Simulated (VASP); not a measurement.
# P (Imma) in VASP: a series of runs, part 2 of 2

VASP 6.6.1.

## (3) Relaxation of cell and atoms, PBE

Contents of INCAR:

```
ALGO = Normal ; EDIFF = 1E-6
EDIFFG = -0.04 ; ENCUT = 600
GGA = PE ; IBRION = 2
ISIF = 3 ; ISMEAR = 0
LASPH = T ; LCHARG = F
LREAL = F ; LWAVE = F
NELM = 100 ; NSW = 90
PREC = Accurate ; SIGMA = 0.1
```

Contents of KPOINTS:

```
k-points
0
Gamma
  6 6 6
```

Contents of POSCAR:

```
P
1.0
   -1.8283581900      2.9930173900      3.0732789300
    1.8283581900     -2.9930173900      3.0732789300
    1.8283581900      2.9930173900     -3.0732789300
P
4
Direct
    0.9115308200      0.3404630000      0.5710678200
    0.7306048300      0.6595370000      0.0710678200
    0.0884691800      0.6595370000      0.4289321800
    0.2693951700      0.3404630000      0.9289321800
```

Potentials or basis: VASP PAW PBE potentials, release 64 (P).

Started as:

```
cat potpaw_PBE.64/P/POTCAR > POTCAR
mpirun -np 1 vasp_std > vasp.out
```

OUTCAR:

```text
EDIFF = 1E-6
   EDIFFG = -0.04
   ENCUT = 600
   GGA = PE
   IBRION = 2
   ISIF = 3
   ISMEAR = 0
   LASPH = T
   LREAL = F
   NELM = 100
   NSW = 90
   PREC = Accurate

 ion  position               nearest neighbor table
   1  0.912  0.340  0.571-   3 2.14   2 2.14   2 2.14   4 2.14
   2  0.731  0.660  0.071-   4 2.14   1 2.14   1 2.14   3 2.14
   3  0.088  0.660  0.429-   1 2.14   4 2.14   4 2.14   2 2.14
   4  0.269  0.340  0.929-   2 2.14   3 2.14   3 2.14   1 2.14

  LATTYP: Found a body centered orthorhombic cell.
 ALAT       =     3.6567163800
 B/A-ratio  =     1.6369972833
 C/A-ratio  =     1.6808954322

  Lattice vectors:

 A1 = (  -1.8283581900,   2.9930173900,   3.0732789300)
 A2 = (   1.8283581900,  -2.9930173900,   3.0732789300)
 A3 = (   1.8283581900,   2.9930173900,  -3.0732789300)

Analysis of symmetry for initial positions (statically):
=====================================================================
 Subroutine PRICEL returns:
 Original cell was already a primitive cell.

 Routine SETGRP: Setting up the symmetry group for a
 body centered orthorhombic supercell.

 Subroutine GETGRP returns: Found  8 space group operations
 (whereof  4 operations were pure point group operations)
 out of a pool of  8 trial point group operations.

The static configuration has the point symmetry C_2h.
[... 171 lines left out ...]
------------------------ aborting loop because EDIFF is reached ----------------------------------------

  FORCE on cell =-STRESS in cart. coord.  units (eV):
  Direction    XX          YY          ZZ          XY          YZ          ZX
  --------------------------------------------------------------------------------------
  -------------------------------------------------------------------------------------
  Total       12.6040635      5.0515298      9.2878930      0.0000000      0.0000000      0.0000000
  in kB      300.1847833    120.3098019    221.2051818      0.0000000      0.0000000      0.0000000
  external PRESSURE =     213.8999224 kB  Pullay stress =       0.0000000 kB
[... 920 lines left out ...]
      3      -3.7973      2.00000
      4      -2.3458      2.00000
      5       1.8397      2.00000
      6       2.0022      2.00000
      7       3.2817      2.00000
      8       3.9170      2.00000
      9       4.6433      2.00000
     10       6.3796      1.99998
     11       7.5218      0.00000
     12       8.1105      0.00000
     13       8.4498      0.00000
     14       9.7440      0.00000

 [... further k-points ...]

[... ionic steps 4 to 46 ...]

--------------------------------------- Ionic step       47  -------------------------------------------

 number of electron      19.9999999 magnetization

------------------------ aborting loop because EDIFF is reached ----------------------------------------
[... 71 lines left out ...]
--------------------------------------- Ionic step       49  -------------------------------------------

 number of electron      19.9999999 magnetization

 Free energy of the ion-electron system (eV)
  ---------------------------------------------------
  ext. energy  EPLUGINS =         0.00000000
  ---------------------------------------------------
  free energy    TOTEN  =       -20.97916140 eV

  energy without entropy =      -20.97573623  energy(sigma->0) =      -20.97744882

 E-fermi :   7.4983     XC(G=0): -10.2423

 val. band max:        7.4652836833   @ k =   0.0000   0.5000   0.0000
 cond. band min:       7.5170704100   @ k =   0.5000   0.5000   0.1667
 fundamental gap:      0.0517867267
 Fermi energy:         7.4983029398
[... 439 lines left out ...]
  FREE ENERGIE OF THE ION-ELECTRON SYSTEM (eV)
  ---------------------------------------------------
  free  energy   TOTEN  =       -20.9791614048 eV

  energy  without entropy=      -20.9757362285  energy(sigma->0) =      -20.97744882

 reached required accuracy - stopping structural energy minimisation
```

OSZICAR:

```text
N       E                     dE             d eps       ncg     rms          rms(c)
DAV:   1     0.883182476558E+02    0.88318E+02   -0.97501E+03  1288   0.139E+03
DAV:   2    -0.128736766387E+02   -0.10119E+03   -0.98642E+02  1748   0.212E+02
[... 445 lines left out ...]
       N       E                     dE             d eps       ncg     rms          rms(c)
DAV:   1    -0.209787423819E+02   -0.11062E-02   -0.13647E-01  1330   0.223E+00    0.252E-01
DAV:   2    -0.209793945774E+02   -0.65220E-03   -0.95588E-03  1678   0.677E-01    0.766E-02
DAV:   3    -0.209792126576E+02    0.18192E-03   -0.24125E-04  1610   0.121E-01    0.455E-02
DAV:   4    -0.209791603610E+02    0.52297E-04   -0.20840E-04  1660   0.925E-02    0.119E-02
DAV:   5    -0.209791620000E+02   -0.16389E-05   -0.44339E-05  1474   0.452E-02    0.142E-02
DAV:   6    -0.209791614048E+02    0.59514E-06   -0.16597E-06  1076   0.104E-02
  49 F= -.20979161E+02 E0= -.20977449E+02  d E =-.997570E-03
```

Wall time 30 min (1 thread of AMD EPYC 7R13 (Zen 3), shared host); peak memory 0.22 GiB.

Results:

```yaml
Free_energy: -20.9792 eV
Relaxed_volume: 17.76 Å³/atom
Relaxed_cell: a = 4.521 Å, b = 4.521 Å, c = 4.521 Å, α = 111.24°, β = 107.36°, γ = 109.83°
Space_group_after_relaxing_to_0.1_Å: Imma (No. 74)
Energy_gained_by_relaxing: 709.8 meV/atom
Ionic_steps: 49
Pressure_after_relaxing: 0.1 GPa
Largest_force_after_relaxing: 0.031 eV/Å
Band_gap_on_the_k_mesh: zero (bands 10 and 11 overlap by 1.37 eV)
```

Forces on the atoms (eV/Å):
```
P    0.000 -0.030  0.007
P    0.000 -0.030 -0.007
P    0.000  0.030 -0.007
P    0.000  0.030  0.007
```

Stress tensor (GPa, compression positive):
```
 0.19  0.00  0.00
 0.00 -0.09  0.00
 0.00  0.00  0.07
```

The path:
```tsv
step	energy change (eV)	largest force (eV/Å)	pressure (GPa)	volume (Å³)
1	0.0000	1.0400	21.39	67.27
3	-1.4916	0.5712	-1.21	90.55
5	-1.8339	0.5648	-1.52	92.15
7	-1.8323	2.0845	9.31	81.44
9	-2.0553	1.2048	3.03	85.58
11	-2.1347	1.0952	3.64	84.92
13	-2.2382	0.3885	-0.81	87.92
15	-2.2493	0.2831	-1.04	87.77
17	-2.2557	0.6022	-0.57	84.75
19	-2.2831	0.2477	-0.84	85.62
21	-2.3638	0.3981	0.91	80.82
23	-2.2767	1.8168	15.86	62.61
25	-2.3518	1.7084	12.47	66.11
27	-2.3827	1.5380	10.34	68.15
29	-2.4122	1.4810	10.78	67.00
31	-2.4374	1.3507	12.93	62.44
33	-2.5760	0.9636	9.81	63.43
35	-2.7575	0.4127	-2.20	68.00
37	-2.7728	0.2704	0.19	66.93
39	-2.7831	0.2759	0.25	67.10
41	-2.8171	0.1993	0.50	67.86
43	-2.8221	0.1207	0.64	68.21
45	-2.8279	0.1518	0.22	69.00
47	-2.8381	0.0644	-0.31	71.04
49	-2.8391	0.0312	0.06	71.04
```

Final structure:
```yaml
crystal:
  lattice:
    - [-2.55285, 2.67753, 2.59844]
    - [2.55285, -2.67753, 2.59844]
    - [2.55285, 2.67753, -2.59844]
  atoms:
    - { symbol: P, position: [0.83063, 0.28817, 0.54247] }
    - { symbol: P, position: [0.75430, 0.71183, 0.04247] }
    - { symbol: P, position: [0.16937, 0.71183, 0.45753] }
    - { symbol: P, position: [0.24570, 0.28817, 0.95753] }
```

The gap in the log of VASP goes by the Fermi energy; the results here count the filled bands.